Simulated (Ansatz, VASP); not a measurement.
RbReB2: VASP beside Ansatz

```xyz
4
Lattice="3.7938 0.0000 0.0000 0.0000 3.7938 0.0000 0.0000 0.0000 7.0894" Properties=species:S:1:pos:R:3 pbc="T T T"
Rb    0.0000    0.0000    3.2738
Re    0.0000    0.0000    6.8156
B     0.0000    1.8969    6.1498
B     1.8969    0.0000    6.1498
```

Alike in both runs: functional PBE; k mesh 12 × 12 × 8; occupations gaussian, width 0.1 eV; no spin polarisation.

Ansatz relaxed the structure, and its values are those at the end. VASP's run is a single point on that final structure, the one shown.

|  | VASP | Ansatz |
| --- | --- | --- |
| version | VASP 6.6.1 | Ansatz 0.2.0 |
| potentials or method | VASP PAW PBE potentials, release 64 (Rb_sv, Re, B), cutoff 520 eV | scalar-relativistic, plane waves, PAW |
| valence electrons in the cell | 22 | 30 |

```csv
,VASP,Ansatz,Ansatz less VASP
gap on the k mesh at the Fermi level (eV),none,none,-
pressure (GPa),0.4,0.0,-0.40
rms of the force components (eV/Å),0.051,0.001,-0.0495
```

A gap of «none» marks a metal or a gap that the smearing closes. With one functional, cell and mesh, what is left measures potentials, basis and numerics. VASP's potentials hold 22 valence electrons a cell and Ansatz's 30, so a difference there can come from the potentials and not from the codes.

Spin-orbit coupling is off throughout.
